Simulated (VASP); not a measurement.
# SnTe: single point with PBE

Crystal: SnTe.

```
CELL_PARAMETERS angstrom
5.53049 0.00000 0.00000
0.00000 5.53049 0.00000
0.00000 0.00000 4.44114
ATOMIC_POSITIONS crystal
Sn 0.00000 0.50000 0.31981
Sn 0.50000 0.00000 0.68019
Te 0.50000 0.50000 0.00000
Te 0.00000 0.00000 0.00000
```

```json
{"Program": "VASP 6.6.1", "Task": "single point", "Functional": "PBE", "Potentials or basis": "VASP PAW PBE potentials, release 64 (Sn_d, Te)", "Cutoff": "520 eV", "k mesh": "8 × 8 × 10", "Occupations": "gaussian, width 0.1 eV", "Spin": "no spin polarisation", "Dipole correction": "no", "Further INCAR settings": "ALGO = Normal; EDIFF = 1e-07; NBANDS = 28"}
```

```yaml
Pressure: 0.0 GPa
Largest_force: 0.005 eV/Å
Band_gap_on_the_k_mesh: zero (bands 20 and 21 overlap by 0.23 eV)
```

Forces in eV/Å, atoms in the order of the input:
```
Sn   0.000  0.000  0.005
Sn   0.000  0.000 -0.005
Te   0.000  0.000  0.000
Te   0.000  0.000  0.000
```

Levels at points of the mesh, in eV from the Fermi level:
| k point | band 17 | band 18 | band 19 | band 20 | band 21 | band 22 | band 23 | band 24 |
| --- | --- | --- | --- | --- | --- | --- | --- | --- |
| (0.00, 0.00, 0.00) | -1.52 | -1.52 | -1.31 | -0.31 | 0.96 | 2.56 | 3.77 | 3.77 |
| (0.50, 0.00, 0.00) | -1.56 | -1.56 | -0.56 | -0.56 | 1.41 | 1.41 | 3.54 | 3.54 |
| (0.50, 0.50, 0.00) | -0.76 | -0.76 | -0.03 | -0.03 | 0.67 | 0.67 | 2.13 | 2.13 |
| (0.00, 0.00, 0.50) | -1.92 | -1.67 | -1.46 | -1.46 | 0.71 | 0.74 | 0.74 | 0.85 |
| (0.50, 0.00, 0.50) | -2.64 | -2.64 | -1.28 | -1.28 | 1.44 | 1.44 | 2.26 | 2.26 |
| (0.50, 0.50, 0.50) | -3.31 | -3.31 | 0.17 | 0.17 | 2.96 | 2.96 | 3.73 | 3.73 |

It took 3.9 min on 1 thread of AMD EPYC 7R43 64-Core Processor (Zen 3) (shared host), peak memory 0.41 GiB.

Caveat: semilocal functionals underestimate gaps, so a narrow gap can read as zero; spin-orbit coupling is left out, which moves the levels of the heavy elements.
